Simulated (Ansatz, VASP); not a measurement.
Sb in VASP and in Ansatz

File INCAR:

```
SYSTEM = Sb
PREC = Accurate
ENCUT = 520
EDIFF = 1E-6
ISMEAR = 0
SIGMA = 0.1
LREAL = .FALSE.
LASPH = .TRUE.
NELM = 100
ALGO = Normal
ISIF = 2
LWAVE = .FALSE.
LCHARG = .FALSE.
GGA = PS
NBANDS = 8
```

Contents of KPOINTS:

```
regular mesh
0
G
  16 16 16
  0 0 0
```

File POSCAR:

```
Sb
1.0
   -1.4541533687      1.4541533687      2.7256608398
    1.4541533687     -1.4541533687      2.7256608398
    1.5802765833      1.5802765833     -2.7256608398
Sb
1
Direct
    0.0000000000      0.0000000000      0.0000000000
```

Input for Ansatz:

```yaml
crystal:
  lattice:
    - [-1.4541533687, 1.4541533687, 2.7256608398]
    - [1.4541533687, -1.4541533687, 2.7256608398]
    - [1.5802765833, 1.5802765833, -2.7256608398]
  atoms:
    - { symbol: Sb, position: [0.0, 0.0, 0.0] }
basis:
  ecutwfc: 420
kpoints:
  mp_grid: { grid: [16, 16, 16] }
hamiltonian:
  xc: pbesol
scf:
  occupations: { method: gaussian, width: 0.1 }
output:
  forces: true
  stress: true
  eigenvalues: true
```

Alike in both runs: task single point; functional PBEsol; k mesh 16 × 16 × 16; occupations gaussian, width 0.1 eV; no spin polarisation.

```csv
,VASP,Ansatz
version,VASP 6.6.1,Ansatz 0.2.0
potentials or method,"VASP PAW PBE potentials, release 64 (Sb), cutoff 520 eV","scalar-relativistic, plane waves, PAW"
valence electrons in the cell,5,15
```

Ansatz gave:

```
gap on the k mesh at the Fermi level (eV)                     : none
pressure (GPa)                                                : 4.6
traceless stress, the component that is largest in VASP (GPa) : -2.20
```

Which values does VASP return?

gap on the k mesh at the Fermi level (eV): none; pressure (GPa): 4.7; traceless stress, the component that is largest in VASP (GPa): -2.29.

VASP's potentials were made for PBE, not for PBEsol. A gap of «none» marks a metal or a gap that the smearing closes. With one functional, cell and mesh, what is left measures potentials, basis and numerics. VASP's potentials hold 5 valence electrons a cell and Ansatz's 15, so a difference there can come from the potentials and not from the codes.

Neither program's run includes spin-orbit coupling.
